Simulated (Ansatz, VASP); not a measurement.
# Sr in VASP and in Ansatz

File INCAR:

```
PREC = Accurate ; ENCUT = 520
EDIFF = 1E-6 ; ISMEAR = 0
SIGMA = 0.15 ; LREAL = F
LASPH = T ; NELM = 60
ALGO = Fast ; ISIF = 2
LWAVE = F ; LCHARG = F
NBANDS = 17
```

Contents of KPOINTS:

```
Automatic mesh
0
Gamma
  12 12 8
```

POSCAR

```
Sr
1.0
    4.1024545175      0.0000000000      0.0000000000
   -2.0512272588      3.5528298300      0.0000000000
    0.0000000000      0.0000000000      6.7154259278
Sr
2
Direct
    0.2195721696      0.6666666667      0.2500000000
    0.7804278304      0.3333333333      0.7500000000
```

Input for Ansatz:

```yaml
crystal:
  lattice:
    - [4.1024545175, 0.0, 0.0]
    - [-2.0512272588, 3.55282983, 0.0]
    - [0.0, 0.0, 6.7154259278]
  atoms:
    - { symbol: Sr, position: [0.2195721696, 0.6666666667, 0.25] }
    - { symbol: Sr, position: [0.7804278304, 0.3333333333, 0.75] }
basis:
  ecutwfc: 420
kpoints:
  mp_grid: { grid: [12, 12, 8] }
hamiltonian:
  xc: lda
scf:
  occupations: { method: gaussian, width: 0.15 }
output:
  forces: true
  stress: true
  eigenvalues: true
```

Change from the starting cell: mode 4 frozen in at -0.467 Å, normal strain along x +0.0000.

Alike in both runs: task single point; functional LDA; k mesh 12 × 12 × 8; occupations gaussian, width 0.15 eV; no spin polarisation.

|  | VASP | Ansatz |
| --- | --- | --- |
| version | VASP 6.6.1 | Ansatz 0.2.0 |
| potentials or method | VASP PAW LDA potentials, release 64 (Sr_sv), cutoff 520 eV | scalar-relativistic, plane waves, PAW |
| valence electrons in the cell | 20 | 20 |

|  | VASP | Ansatz | Ansatz less VASP |
| --- | --- | --- | --- |
| gap on the k mesh at the Fermi level (eV) | none | none | - |
| pressure (GPa) | 0.0 | 0.0 | +0.01 |
| traceless stress, the component that is largest in VASP (GPa) | 1.02 | 1.01 | -0.009 |
| rms of the force components (eV/Å) | 0.190 | 0.189 | -0.0007 |

LDA's correlation is that of Perdew and Zunger in VASP and of Perdew and Wang (1992) in Ansatz. Atom by atom the forces differ by 0.001 eV/Å (rms over components). A gap of «none» marks a metal or a gap that the smearing closes.
